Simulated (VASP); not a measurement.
# AlCu5 (Pmmm) in VASP: relaxation of shape and atoms at fixed volume with PBE

Aim: the relaxation of shape and atoms at fixed volume of AlCu5 with PBE.

All numbers are computed with VASP 6.6.1; they aren't measurements. Logs are shortened: lines on timing, memory, paths and dates and some standing lists are left out, and cuts for length are marked.

### Step 1. The cell of the first run

Symmetry: Pmmm, No. 47, orthorhombic system. The conventional cell has a = 2.585 Å, b = 3.436 Å, c = 7.620 Å, α = 90.00°, β = 90.00°, γ = 90.00°. Al (site symmetry mmm) has 10 Cu at 2.51 to 2.56 Å and 2 Al at 2.59 Å within 3.3 Å. Cu (site symmetry mm2) has 8 Cu at 2.49 to 2.59 Å and 4 Al at 2.51 Å within 3.3 Å. Within 3.3 Å of Cu (site symmetry mm2) lie 11 Cu at 2.49 to 2.59 Å and 1 Al at 2.56 Å. Cu (site symmetry mmm) has 12 Cu at 2.49 to 2.59 Å within 3.3 Å.

### Step 2. Relaxation of shape and atoms at fixed volume, PBE

The input, INCAR:

```
SYSTEM = AlCu5
PREC     = Accurate       ! precision mode
ENCUT    = 600            ! plane-wave cutoff, eV
EDIFF    = 1E-6           ! SCF threshold, eV
ISMEAR   = 0              ! smearing method
SIGMA    = 0.1            ! smearing width, eV
LREAL    = .FALSE.        ! projectors in reciprocal space
LASPH    = .TRUE.         ! aspherical terms in the spheres
NELM     = 100            ! most SCF steps
ALGO     = Fast           ! electronic algorithm
ISIF     = 4              ! what is computed and relaxed
LWAVE    = .FALSE.        ! write WAVECAR
LCHARG   = .FALSE.        ! write CHGCAR
GGA      = PE             ! functional
IBRION   = 2              ! ionic algorithm
NSW      = 50             ! ionic steps
EDIFFG   = -0.01          ! ionic threshold
```

The input, KPOINTS:

```
Automatic mesh
0
G
  14 10 6
  0 0 0
```

The input, POSCAR:

```
AlCu5
1.0
    2.5853124206      0.0000000000      0.0000000000
    0.0000000000      3.4364276863      0.0000000000
    0.0000000000      0.0000000000      7.6201219854
Al Cu
1 5
Direct
    0.5000000000      0.5000000000      0.0000000000
    0.0000000000      0.0000000000      0.8299043662
    0.0000000000      0.0000000000      0.1700956338
    0.5000000000      0.5000000000      0.3360349745
    0.0000000000      0.0000000000      0.5000000000
    0.5000000000      0.5000000000      0.6639650255
```

Potentials or basis: VASP PAW PBE potentials, release 64 (Al, Cu).

On the command line:

```sh
$ cat potpaw_PBE.64/Al/POTCAR potpaw_PBE.64/Cu/POTCAR > POTCAR
$ mpirun -np 1 vasp_std > vasp.out
```

OUTCAR:

```text
SYSTEM = AlCu5
   PREC = Accurate
   ENCUT = 600
   EDIFF = 1E-6
   ISMEAR = 0
   LREAL = .FALSE.
   LASPH = .TRUE.
   NELM = 100
   ISIF = 4
   GGA = PE
   IBRION = 2
   NSW = 50
   EDIFFG = -0.01

 ion  position               nearest neighbor table
   1  0.500  0.500  0.000-   2 2.51   3 2.51   2 2.51   3 2.51   2 2.51   3 2.51   2 2.51   3 2.51
                             4 2.56   6 2.56
   2  0.000  0.000  0.830-   6 2.49   6 2.49   6 2.49   6 2.49   1 2.51   1 2.51   1 2.51   1 2.51
                             5 2.51   3 2.59
   3  0.000  0.000  0.170-   4 2.49   4 2.49   4 2.49   4 2.49   1 2.51   1 2.51   1 2.51   1 2.51
                             5 2.51   2 2.59
   4  0.500  0.500  0.336-   5 2.49   5 2.49   5 2.49   5 2.49   3 2.49   3 2.49   3 2.49   3 2.49
                             6 2.50   1 2.56
   5  0.000  0.000  0.500-   4 2.49   6 2.49   4 2.49   6 2.49   4 2.49   6 2.49   4 2.49   6 2.49
                             2 2.51   3 2.51
   6  0.500  0.500  0.664-   5 2.49   5 2.49   5 2.49   5 2.49   2 2.49   2 2.49   2 2.49   2 2.49
                             4 2.50   1 2.56

  LATTYP: Found a simple orthorhombic cell.
 ALAT       =     2.5853124206
 B/A-ratio  =     1.3292117652
 C/A-ratio  =     2.9474665904

  Lattice vectors:

 A1 = (   2.5853124206,   0.0000000000,   0.0000000000)
 A2 = (   0.0000000000,   3.4364276863,   0.0000000000)
 A3 = (   0.0000000000,   0.0000000000,   7.6201219854)

Analysis of symmetry for initial positions (statically):
=====================================================================
 Subroutine PRICEL returns:
 Original cell was already a primitive cell.

 Routine SETGRP: Setting up the symmetry group for a
 simple orthorhombic supercell.

 Subroutine GETGRP returns: Found  8 space group operations
 (whereof  8 operations were pure point group operations)
 out of a pool of  8 trial point group operations.

The static configuration has the point symmetry D_2h.

Analysis of symmetry for dynamics (positions and initial velocities):
=====================================================================
 Subroutine PRICEL returns:
 Original cell was already a primitive cell.

 Routine SETGRP: Setting up the symmetry group for a
 simple orthorhombic supercell.

 Subroutine GETGRP returns: Found  8 space group operations
 (whereof  8 operations were pure point group operations)
 out of a pool of  8 trial point group operations.

The dynamic configuration has the point symmetry D_2h.

 Subroutine INISYM returns: Found  8 space group operations
 (whereof  8 operations are pure point group operations),
 and found     1 'primitive' translations

----------------------------------------------------------------------------------------

                                     Primitive cell

  volume of cell :      67.6990

  direct lattice vectors                    reciprocal lattice vectors
     2.585312421  0.000000000  0.000000000     0.386800447  0.000000000  0.000000000
     0.000000000  3.436427686  0.000000000     0.000000000  0.290999867  0.000000000
     0.000000000  0.000000000  7.620121985     0.000000000  0.000000000  0.131231495

  length of vectors
     2.585312421  3.436427686  7.620121985     0.386800447  0.290999867  0.131231495

  position of ions in fractional coordinates (direct lattice)
     0.500000000  0.500000000  0.000000000
     0.000000000  0.000000000  0.829904366
     0.000000000  0.000000000  0.170095634
     0.500000000  0.500000000  0.336034975
     0.000000000  0.000000000  0.500000000
     0.500000000  0.500000000  0.663965025

  ion indices of the primitive-cell ions
   primitive index   ion index
                 1           1
[... 89 lines left out ...]
   NUPDOWN=      -1.0000    fix difference up-down
   EMIN   =  10.00;   EMAX   =-10.00  energy-range for DOS
   EFERMI =   0.00;   METHOD = LEGACY
   ISMEAR =     0;   SIGMA  =   0.10  broadening in eV -4-tet -1-fermi 0-gaus
   EFERMI_NEDOS =   21; number of points for ismear=-14 and -15
   IALGO  =     68    algorithm
   IMIX   =      4    mixing-type and parameters
     AMIX     =   0.40;   BMIX     =  1.00
     AMIX_MAG =   1.60;   BMIX_MAG =  1.00
  volume/ion in A,a.u.               =      11.28        76.14
  Fermi-wavevector in a.u.,A,eV,Ry     =   1.554856  2.938251 32.893124  2.417576
  Thomas-Fermi vector in A             =   2.658881
   LORBIT       =      0    0 simple, 1 ext, 2 COOP (PROOUT), +10 PAW based schemes
   GGA     = PE    functional components
   LHFCALC =     F    Hartree Fock is set to
   AEXX    =    0.0000 exact exchange contribution
   IVDW    =     0    specifies the selected vdW correction
   LEPSILON=     F    determine dielectric tensor
   LRPA    =     F    only Hartree local field effects (RPA)
 conjugate gradient relaxation of ions
 non-spin polarized calculation
 RMM-DIIS sequential band-by-band and
 Gauss-broadening in eV      SIGMA  =   0.10
  energy-cutoff  :      600.00
  volume of cell :       67.70
 maximum number of plane-waves:      2291
 NGX is ok and might be reduce to    24
   NGX = 11   NGY = 13   NGZ = 31

--------------------------------------- Ionic step        1  -------------------------------------------

 number of electron      58.0000021 magnetization

 Free energy of the ion-electron system (eV)
  ---------------------------------------------------
  ext. energy  EPLUGINS =         0.00000000
  ---------------------------------------------------
  free energy    TOTEN  =       -22.59767204 eV

  energy without entropy =      -22.58966148  energy(sigma->0) =      -22.59366676

------------------------ aborting loop because EDIFF is reached ----------------------------------------

  FORCE on cell =-STRESS in cart. coord.  units (eV):
  Direction    XX          YY          ZZ          XY          YZ          ZX
  --------------------------------------------------------------------------------------
  -------------------------------------------------------------------------------------
  Total        6.8515585      6.8652016      6.9179777      0.0000000      0.0000000      0.0000000
  in kB      162.1503109    162.4731918    163.7222000      0.0000000      0.0000000      0.0000000
  external PRESSURE =     162.7819009 kB  Pullay stress =       0.0000000 kB

 VOLUME and BASIS-vectors are now :
 -----------------------------------------------------------------------------
  energy-cutoff  :      600.00
  volume of cell :       67.70
      direct lattice vectors                 reciprocal lattice vectors
     2.585312421  0.000000000  0.000000000     0.386800447  0.000000000  0.000000000
     0.000000000  3.436427686  0.000000000     0.000000000  0.290999867  0.000000000
     0.000000000  0.000000000  7.620121985     0.000000000  0.000000000  0.131231495

 POSITION                                       TOTAL-FORCE (eV/Angst)
 -----------------------------------------------------------------------------------
      1.29266      1.71821      0.00000         0.000000      0.000000      0.000000
      0.00000      0.00000      6.32397        -0.000000     -0.000000      0.012550
      0.00000      0.00000      1.29615         0.000000     -0.000000     -0.012550
      1.29266      1.71821      2.56063         0.000000      0.000000     -0.007694
      0.00000      0.00000      3.81006         0.000000      0.000000      0.000000
      1.29266      1.71821      5.05949         0.000000      0.000000      0.007694
 -----------------------------------------------------------------------------------
    total drift:                                0.000000     -0.000000      0.000000

  FREE ENERGIE OF THE ION-ELECTRON SYSTEM (eV)
  ---------------------------------------------------
  free  energy   TOTEN  =       -22.5976720392 eV

  energy  without entropy=      -22.5896614837  energy(sigma->0) =      -22.59366676

--------------------------------------- Ionic step        2  -------------------------------------------

 number of electron      58.0000020 magnetization

 Free energy of the ion-electron system (eV)
  ---------------------------------------------------
  ext. energy  EPLUGINS =         0.00000000
  ---------------------------------------------------
  free energy    TOTEN  =       -22.59770060 eV

  energy without entropy =      -22.58970168  energy(sigma->0) =      -22.59370114

 E-fermi :   9.1522     XC(G=0): -12.7795

 val. band max:        9.1506643217   @ k =   0.1429   0.2000   0.3333
 cond. band min:       9.1604134046   @ k =   0.0000   0.1000   0.0000
 fundamental gap:      0.0097490829
 Fermi energy:         9.1522003618

 k-point     1 :       0.0000    0.0000    0.0000
  band No.  band energies     occupation
      1      -1.8812      2.00000
      2       1.0427      2.00000
      3       1.1258      2.00000
      4       3.8237      2.00000
      5       4.2429      2.00000
      6       4.2988      2.00000
[... 877 lines left out ...]
     33      13.7960      0.00000
     34      15.4490      0.00000

 [... further k-points ...]

------------------------ aborting loop because EDIFF is reached ----------------------------------------

  FORCE on cell =-STRESS in cart. coord.  units (eV):
  Direction    XX          YY          ZZ          XY          YZ          ZX
  --------------------------------------------------------------------------------------
  -------------------------------------------------------------------------------------
  Total        6.8909692      6.8874837      6.9121416      0.0000000      0.0000000      0.0000000
  in kB      163.0830135    163.0005230    163.5840831      0.0000000      0.0000000      0.0000000
  external PRESSURE =     163.2225399 kB  Pullay stress =       0.0000000 kB

 VOLUME and BASIS-vectors are now :
 -----------------------------------------------------------------------------
  energy-cutoff  :      600.00
  volume of cell :       67.70
      direct lattice vectors                 reciprocal lattice vectors
     2.584757736 -0.000000000  0.000000000     0.386883454  0.000000000  0.000000000
     0.000000000  3.436067358  0.000000000     0.000000000  0.291030383  0.000000000
     0.000000000  0.000000000  7.622556518     0.000000000  0.000000000  0.131189582

 POSITION                                       TOTAL-FORCE (eV/Angst)
 -----------------------------------------------------------------------------------
      1.29238      1.71803      0.00000         0.000000      0.000000      0.000000
      2.58476      3.43607      6.32660         0.000000     -0.000000      0.003072
      0.00000      3.43607      1.29596        -0.000000      0.000000     -0.003072
      1.29238      1.71803      2.56107         0.000000     -0.000000     -0.001607
      0.00000      0.00000      3.81128         0.000000      0.000000      0.000000
      1.29238      1.71803      5.06148         0.000000     -0.000000      0.001607
 -----------------------------------------------------------------------------------
    total drift:                                0.000000     -0.000000      0.000000

  FREE ENERGIE OF THE ION-ELECTRON SYSTEM (eV)
  ---------------------------------------------------
  free  energy   TOTEN  =       -22.5977005964 eV

  energy  without entropy=      -22.5897016841  energy(sigma->0) =      -22.59370114

 reached required accuracy - stopping structural energy minimisation
```

It took 6.8 min on 1 thread of Oxide Virtual Turin-like, shared host; peak memory 0.49 GiB.

What came out:

| Item | Value |
| --- | --- |
| Free energy | -22.5977 eV |
| Energy gained by relaxing | 0.0 meV/atom |
| Ionic steps | 2 |
| Pressure after relaxing | 16.3 GPa |
| Largest force after relaxing | 0.003 eV/Å |
| Band gap on the k mesh | zero (bands 29 and 30 overlap by 3.92 eV) |

Forces in eV/Å, atoms in the order of the input:
```
Al   0.000  0.000  0.000
Cu   0.000  0.000  0.003
Cu   0.000  0.000 -0.003
Cu   0.000  0.000 -0.002
Cu   0.000  0.000  0.000
Cu   0.000  0.000  0.002
```

Final structure:
```
Al Cu
1.0
     2.58476    0.00000    0.00000
     0.00000    3.43607    0.00000
     0.00000    0.00000    7.62256
Al Cu
1 5
Direct
  0.50000 0.50000 0.00000
  0.00000 0.00000 0.82998
  0.00000 0.00000 0.17002
  0.50000 0.50000 0.33599
  0.00000 0.00000 0.50000
  0.50000 0.50000 0.66401
```
